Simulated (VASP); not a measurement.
# AlGa3N4 (P-43m) in VASP: notebook

Runs on AlGa3N4. Level: PBEsol. Tasks: relaxation of cell and atoms, single point, relaxation of the atoms.

All numbers are computed with VASP 6.6.1; they aren't measurements. Logs are shortened: lines on timing, memory, paths and dates and some standing lists are left out, and cuts for length are marked.

## (1) The cell of the first run

Symmetry: P-43m, No. 215, cubic system. The conventional cell has a = 4.310 Å, b = 4.310 Å, c = 4.310 Å, α = 90.00°, β = 90.00°, γ = 90.00°. Al (site symmetry -43m) has 4 N at 1.83 Å within 2.4 Å. Within 2.5 Å of Ga (site symmetry -42m) lie 4 N at 1.88 Å. Within 2.4 Å of N (site symmetry 3m) lie 1 Al at 1.83 Å and 3 Ga at 1.88 Å.

## (2) Relaxation of cell and atoms, PBEsol, target pressure 25 GPa, at which the enthalpy is minimised

The input, INCAR:

```
  PREC = Accurate
  ENCUT = 600
  EDIFF = 1E-6
  ISMEAR = 0
  SIGMA = 0.02
  LREAL = False
  LASPH = True
  NELM = 60
  ALGO = Normal
  ISIF = 3
  LWAVE = False
  LCHARG = False
  GGA = PS
  IBRION = 2
  NSW = 70
  EDIFFG = -0.008
  PSTRESS = 250.0
```

The input, KPOINTS:

```
regular mesh
0
Gamma
  6 6 6
```

The input, POSCAR:

```
AlGa3N4
1.0
    4.3101741099      0.0000000000      0.0000000000
    0.0000000000      4.3101741099      0.0000000000
    0.0000000000      0.0000000000      4.3101741099
Al Ga N
1 3 4
Direct
    0.0000000000      0.0000000000      0.0000000000
    0.5000000000      0.5000000000      0.0000000000
    0.5000000000      0.0000000000      0.5000000000
    0.0000000000      0.5000000000      0.5000000000
    0.7551034557      0.7551034557      0.2448965443
    0.7551034557      0.2448965443      0.7551034557
    0.2448965443      0.7551034557      0.7551034557
    0.2448965443      0.2448965443      0.2448965443
```

Potentials or basis: VASP PAW PBE potentials, release 64 (Al, Ga_d, N).

The run is started by

```sh
cat potpaw_PBE.64/Al/POTCAR potpaw_PBE.64/Ga_d/POTCAR potpaw_PBE.64/N/POTCAR > POTCAR
mpirun -np 1 vasp_std > vasp.out
```

OUTCAR:

```text
PREC = Accurate
   ENCUT = 600
   EDIFF = 1E-6
   ISMEAR = 0
   LREAL = False
   LASPH = True
   NELM = 60
   ISIF = 3
   GGA = PS
   IBRION = 2
   NSW = 70
   EDIFFG = -0.008
   PSTRESS = 250.0

 ion  position               nearest neighbor table
   1  0.000  0.000  0.000-   5 1.83   6 1.83   7 1.83   8 1.83   3 3.05   4 3.05   2 3.05   3 3.05
                             4 3.05   2 3.05   4 3.05   4 3.05   2 3.05   3 3.05   3 3.05   2 3.05
   2  0.500  0.500  0.000-   5 1.88   6 1.88   7 1.88   8 1.88   1 3.05   1 3.05   1 3.05   1 3.05

   3  0.500  0.000  0.500-   5 1.88   6 1.88   7 1.88   8 1.88   1 3.05   1 3.05   1 3.05   1 3.05

   4  0.000  0.500  0.500-   5 1.88   6 1.88   7 1.88   8 1.88   1 3.05   1 3.05   1 3.05   1 3.05

   5  0.755  0.755  0.245-   1 1.83   2 1.88   3 1.88   4 1.88
   6  0.755  0.245  0.755-   1 1.83   2 1.88   3 1.88   4 1.88
   7  0.245  0.755  0.755-   1 1.83   2 1.88   3 1.88   4 1.88
   8  0.245  0.245  0.245-   1 1.83   2 1.88   3 1.88   4 1.88

  LATTYP: Found a simple cubic cell.
 ALAT       =     4.3101741099

  Lattice vectors:

 A1 = (   4.3101741099,   0.0000000000,   0.0000000000)
 A2 = (   0.0000000000,   4.3101741099,   0.0000000000)
 A3 = (   0.0000000000,   0.0000000000,   4.3101741099)

Analysis of symmetry for initial positions (statically):
=====================================================================
 Subroutine PRICEL returns:
 Original cell was already a primitive cell.

 Routine SETGRP: Setting up the symmetry group for a
 simple cubic supercell.

 Subroutine GETGRP returns: Found 24 space group operations
 (whereof 24 operations were pure point group operations)
 out of a pool of 48 trial point group operations.

The static configuration has the point symmetry T_d .

Analysis of symmetry for dynamics (positions and initial velocities):
=====================================================================
 Subroutine PRICEL returns:
 Original cell was already a primitive cell.

 Routine SETGRP: Setting up the symmetry group for a
 simple cubic supercell.

 Subroutine GETGRP returns: Found 24 space group operations
 (whereof 24 operations were pure point group operations)
 out of a pool of 48 trial point group operations.

The dynamic configuration has the point symmetry T_d .

 Subroutine INISYM returns: Found 24 space group operations
 (whereof 24 operations are pure point group operations),
 and found     1 'primitive' translations

----------------------------------------------------------------------------------------

                                     Primitive cell

  volume of cell :      80.0727

  direct lattice vectors                    reciprocal lattice vectors
     4.310174110  0.000000000  0.000000000     0.232009189  0.000000000  0.000000000
     0.000000000  4.310174110  0.000000000     0.000000000  0.232009189  0.000000000
     0.000000000  0.000000000  4.310174110     0.000000000  0.000000000  0.232009189

  length of vectors
     4.310174110  4.310174110  4.310174110     0.232009189  0.232009189  0.232009189

  position of ions in fractional coordinates (direct lattice)
     0.000000000  0.000000000  0.000000000
     0.500000000  0.500000000  0.000000000
     0.500000000  0.000000000  0.500000000
     0.000000000  0.500000000  0.500000000
     0.755103456  0.755103456  0.244896544
     0.755103456  0.244896544  0.755103456
     0.244896544  0.755103456  0.755103456
     0.244896544  0.244896544  0.244896544

  ion indices of the primitive-cell ions
   primitive index   ion index
                 1           1
                 2           2
                 3           3
                 4           4
                 5           5
                 6           6
                 7           7
                 8           8

----------------------------------------------------------------------------------------

 KPOINTS: regular mesh

Automatic generation of k-mesh.
 Grid dimensions read from file:
 generate k-points for:    6    6    6

 Generating k-lattice:

  Cartesian coordinates                     Fractional coordinates (reciprocal lattice)
     0.038668198  0.000000000  0.000000000     0.166666667  0.000000000  0.000000000
     0.000000000  0.038668198  0.000000000     0.000000000  0.166666667  0.000000000
     0.000000000  0.000000000  0.038668198     0.000000000  0.000000000  0.166666667

  Length of vectors
     0.038668198  0.038668198  0.038668198

  Shift w.r.t. Gamma in fractional coordinates (k-lattice)
     0.000000000  0.000000000  0.000000000

 Subroutine IBZKPT returns following result:
 ===========================================

 Found     20 irreducible k-points:

 Following reciprocal coordinates:
            Coordinates               Weight
  0.000000  0.000000  0.000000      1.000000
  0.166667  0.000000  0.000000      6.000000
  0.333333  0.000000  0.000000      6.000000
  0.500000  0.000000  0.000000      3.000000
  0.166667  0.166667  0.000000     12.000000
  0.333333  0.166667  0.000000     24.000000
[... 12 lines left out ...]
  0.500000  0.500000  0.333333      6.000000
  0.500000  0.500000  0.500000      1.000000
   k-points           NKPTS =     20   k-points in BZ     NKDIM =     20   number of bands    NBANDS=     37
   number of dos      NEDOS =    301   number of ions     NIONS =      8
   total plane-waves  NPLWV =  46656
   dimension x,y,z NGX =    36 NGY =   36 NGZ =   36
   dimension x,y,z NGXF=    72 NGYF=   72 NGZF=   72
   ions per type =               1   3   4
   NGX,Y,Z   is equivalent  to a cutoff of  13.89, 13.89, 13.89 a.u.
   NGXF,Y,Z  is equivalent  to a cutoff of  27.77, 27.77, 27.77 a.u.
 SYSTEM =  unknown system
   PREC   = accura    normal or accurate (medium, high low for compatibility)
   ISTART =      0    job   : 0-new  1-cont  2-samecut
   ICHARG =      2    charge: 1-file 2-atom 10-const
   ISPIN  =      1    spin polarized calculation?
   LNONCOLLINEAR =      F non collinear calculations
   LSORBIT =      F    spin-orbit coupling
   LASPH  =      T    aspherical Exc in radial PAW
   ENCUT  =  600.0 eV  44.10 Ry    6.64 a.u.   8.61  8.61  8.61*2*pi/ulx,y,z
   NELM   =     60;   NELMIN=  2; NELMDL= -5     # of ELM steps
   EDIFF  = 0.1E-05   stopping-criterion for ELM
   LREAL  =      F    real-space projection
   EDIFFG = -.8E-02   stopping-criterion for IOM
   NSW    =     70    number of steps for IOM
   IBRION =      2    ionic relax: 0-MD 1-quasi-New 2-CG
   NFREE  =      1    steps in history (QN), initial steepest desc. (CG)
   ISIF   =      3    stress and relaxation
   ISYM   =      2    0-nonsym 1-usesym 2-fastsym
   POTIM  = 0.5000    time-step for ionic-motion
   TEBEG  =    0.0;   TEEND  =   0.0 temperature during run
   PSTRESS=  250.0 pullay stress
   NELECT =      62.0000    total number of electrons
   NUPDOWN=      -1.0000    fix difference up-down
   EMIN   =  10.00;   EMAX   =-10.00  energy-range for DOS
   EFERMI =   0.00;   METHOD = LEGACY
   ISMEAR =     0;   SIGMA  =   0.02  broadening in eV -4-tet -1-fermi 0-gaus
   EFERMI_NEDOS =   21; number of points for ismear=-14 and -15
   IALGO  =     38    algorithm
   IMIX   =      4    mixing-type and parameters
     AMIX     =   0.40;   BMIX     =  1.00
     AMIX_MAG =   1.60;   BMIX_MAG =  1.00
  volume/ion in A,a.u.               =      10.01        67.54
  Fermi-wavevector in a.u.,A,eV,Ry     =   1.503294  2.840814 30.747707  2.259893
  Thomas-Fermi vector in A             =   2.614423
   LORBIT       =      0    0 simple, 1 ext, 2 COOP (PROOUT), +10 PAW based schemes
   GGA     = PS    functional components
   LHFCALC =     F    Hartree Fock is set to
   AEXX    =    0.0000 exact exchange contribution
   IVDW    =     0    specifies the selected vdW correction
   LEPSILON=     F    determine dielectric tensor
   LRPA    =     F    only Hartree local field effects (RPA)
 conjugate gradient relaxation of ions
 non-spin polarized calculation
 Gauss-broadening in eV      SIGMA  =   0.02
  energy-cutoff  :      600.00
  volume of cell :       80.07
 maximum number of plane-waves:      2721
 NGX is ok and might be reduce to    36
   NGX = 17   NGY = 17   NGZ = 17

--------------------------------------- Ionic step        1  -------------------------------------------

 number of electron      62.0000054 magnetization

 Free energy of the ion-electron system (eV)
  ---------------------------------------------------
  ext. energy  EPLUGINS =         0.00000000
  ---------------------------------------------------
  free energy    TOTEN  =       -54.31093559 eV

  energy without entropy =      -54.31093559  energy(sigma->0) =      -54.31093559

------------------------ aborting loop because EDIFF is reached ----------------------------------------

  FORCE on cell =-STRESS in cart. coord.  units (eV):
  Direction    XX          YY          ZZ          XY          YZ          ZX
  --------------------------------------------------------------------------------------
  -------------------------------------------------------------------------------------
  Total       12.7605945     12.7605945     12.7605945      0.0000000      0.0000000     -0.0000000
  in kB      255.3271807    255.3271807    255.3271807      0.0000000      0.0000000     -0.0000000
  external PRESSURE =       5.3271807 kB  Pullay stress =     250.0000000 kB

 VOLUME and BASIS-vectors are now :
 -----------------------------------------------------------------------------
  energy-cutoff  :      600.00
  volume of cell :       80.07
      direct lattice vectors                 reciprocal lattice vectors
     4.310174110  0.000000000  0.000000000     0.232009189  0.000000000  0.000000000
     0.000000000  4.310174110  0.000000000     0.000000000  0.232009189  0.000000000
     0.000000000  0.000000000  4.310174110     0.000000000  0.000000000  0.232009189
[... 58 lines left out ...]
  FREE ENERGIE OF THE ION-ELECTRON SYSTEM (eV)
  ---------------------------------------------------
  free  energy   TOTEN  =       -54.3707092108 eV

  energy  without entropy=      -54.3707092108  energy(sigma->0) =      -54.37070921

  enthalpy is  TOTEN    =       -41.8160774083 eV   P V=       12.5546318025

--------------------------------------- Ionic step        3  -------------------------------------------

 number of electron      62.0000055 magnetization

 Free energy of the ion-electron system (eV)
  ---------------------------------------------------
  ext. energy  EPLUGINS =         0.00000000
  ---------------------------------------------------
  free energy    TOTEN  =       -54.33252817 eV

  energy without entropy =      -54.33252817  energy(sigma->0) =      -54.33252817

 E-fermi :   6.5990     XC(G=0): -12.2991

 val. band max:        6.4848761353   @ k =   0.0000   0.0000   0.0000
 cond. band min:       9.5416480376   @ k =   0.0000   0.0000   0.0000
 fundamental gap:      3.0567719023
 Fermi energy:         6.5989644117

 k-point     1 :       0.0000    0.0000    0.0000
  band No.  band energies     occupation
      1     -10.0876      2.00000
      2      -8.3366      2.00000
      3      -8.3366      2.00000
      4      -8.3366      2.00000
      5      -6.7256      2.00000
      6      -6.6727      2.00000
[... 811 lines left out ...]
 POSITION                                       TOTAL-FORCE (eV/Angst)
 -----------------------------------------------------------------------------------
      0.00000      0.00000      0.00000        -0.000000     -0.000000      0.000000
      2.15632      2.15632     -0.00000        -0.000000     -0.000000     -0.000000
      2.15632     -0.00000      2.15632        -0.000000     -0.000000      0.000000
      0.00000      2.15632      2.15632        -0.000000     -0.000000      0.000000
      3.25645      3.25645      1.05618        -0.001041     -0.001041      0.001041
      3.25645      1.05618      3.25645        -0.001041      0.001041     -0.001041
      1.05618      3.25645      3.25645         0.001041     -0.001041     -0.001041
      1.05618      1.05618      1.05618         0.001041      0.001041      0.001041
 -----------------------------------------------------------------------------------
    total drift:                               -0.000000     -0.000000     -0.000000

  FREE ENERGIE OF THE ION-ELECTRON SYSTEM (eV)
  ---------------------------------------------------
  free  energy   TOTEN  =       -54.3325281745 eV

  energy  without entropy=      -54.3325281745  energy(sigma->0) =      -54.33252817

  enthalpy is  TOTEN    =       -41.8167887053 eV   P V=       12.5157394692

 reached required accuracy - stopping structural energy minimisation
```

It took 6 min on 1 thread of AMD EPYC 7R13, shared host; peak memory 0.22 GiB.

What came out:

| Quantity | Value |
| --- | --- |
| Free energy | -54.3325 eV |
| Relaxed volume | 10.03 Å³/atom |
| Relaxed cell | a = 4.313 Å, b = 4.313 Å, c = 4.313 Å, α = 90.00°, β = 90.00°, γ = 90.00° |
| Space group after relaxing (to 0.05 Å) | P-43m (No. 215) |
| Energy change on relaxing (the enthalpy is what falls) | -2.7 meV/atom |
| Ionic steps | 3 |
| Pressure after relaxing | 25.0 GPa |
| Band gap on the k mesh | 3.06 eV, direct |

Step by step:
| step | energy change (eV) | largest force (eV/Å) | pressure (GPa) | volume (Å³) |
| --- | --- | --- | --- | --- |
| 1 | 0.0000 | 0.0030 | 25.53 | 80.07 |
| 2 | -0.0598 | 0.0007 | 24.07 | 80.46 |
| 3 | -0.0216 | 0.0018 | 25.01 | 80.21 |

Final structure:
```
CELL_PARAMETERS angstrom
4.31263 0.00000 0.00000
0.00000 4.31263 0.00000
0.00000 0.00000 4.31263
ATOMIC_POSITIONS crystal
Al 0.00000 0.00000 0.00000
Ga 0.50000 0.50000 0.00000
Ga 0.50000 0.00000 0.50000
Ga 0.00000 0.50000 0.50000
N 0.75510 0.75510 0.24490
N 0.75510 0.24490 0.75510
N 0.24490 0.75510 0.75510
N 0.24490 0.24490 0.24490
```

Caveat: the cell is relaxed towards a set pressure, so the enthalpy falls and the energy may rise; the PAW data sets were made with another functional, which shifts forces and pressure a little.

## (3) Single point, PBEsol

This run uses another cell than the first one, of 11.15 Å³/atom, 1.114 times its volume.

The input, INCAR:

```
SYSTEM = AlGa3N4
PREC = Accurate
ENCUT = 520
EDIFF = 1E-7
ISMEAR = 0
SIGMA = 0.05
LREAL = .False.
LASPH = .True.
NELM = 100
ALGO = Normal
ISIF = 2
LWAVE = .False.
LCHARG = .False.
GGA = PS
NBANDS = 41
```

The input, KPOINTS:

```
regular mesh
0
Gamma
  6 6 6
  0 0 0
```

The input, POSCAR:

```
AlGa3N4
1.0
    4.4676279205      0.0000000000      0.0000000000
    0.0000000000      4.4676279205      0.0000000000
    0.0000000000      0.0000000000      4.4676279205
Al Ga N
1 3 4
Direct
    0.0000000000      0.0000000000      0.0000000000
    0.5000000000      0.5000000000      0.0000000000
    0.5000000000      0.0000000000      0.5000000000
    0.0000000000      0.5000000000      0.5000000000
    0.7550309210      0.7550309210      0.2449690790
    0.7550309210      0.2449690790      0.7550309210
    0.2449690790      0.7550309210      0.7550309210
    0.2449690790      0.2449690790      0.2449690790
```

Potentials or basis: VASP PAW PBE potentials, release 64 (Al, Ga_d, N).

The run is started by

```sh
cat potpaw_PBE.64/Al/POTCAR potpaw_PBE.64/Ga_d/POTCAR potpaw_PBE.64/N/POTCAR > POTCAR
mpirun -np 1 vasp_std > vasp.out
```

It used 290 s of CPU time on 1 thread of AMD EPYC 7R13 Processor (Zen 3) (shared host).

It converged, with:

| Quantity | Value |
| --- | --- |
| Free energy | -54.9676 eV |
| Pressure | -0.2 GPa |
| Largest force | 0.009 eV/Å |
| Band gap on the k mesh | 2.31 eV, direct |

Forces in eV/Å, atoms in the order of the input:
```
Al   0.000  0.000  0.000
Ga   0.000  0.000  0.000
Ga   0.000  0.000  0.000
Ga   0.000  0.000  0.000
N   -0.005 -0.005  0.005
N   -0.005  0.005 -0.005
N    0.005 -0.005 -0.005
N    0.005  0.005  0.005
```

Levels at points of the mesh, in eV from the valence-band top:
```csv
k point,band 29,band 30,band 31,band 32,band 33,band 34
"(0.00, 0.00, 0.00)",0.00,0.00,0.00,2.31,3.33,3.33
"(0.50, 0.00, 0.00)",-1.49,-1.20,-1.20,4.84,4.94,6.14
"(0.50, 0.50, 0.00)",-0.94,-0.94,-0.63,6.66,6.84,6.84
"(0.50, 0.50, 0.50)",-0.68,-0.68,-0.68,4.93,4.93,4.93
```

Caveat: the PAW data sets were made with another functional, which shifts forces and pressure a little. PBEsol gaps usually lie below the measured ones, often by a third to a half.

[end of part 1 of 2]
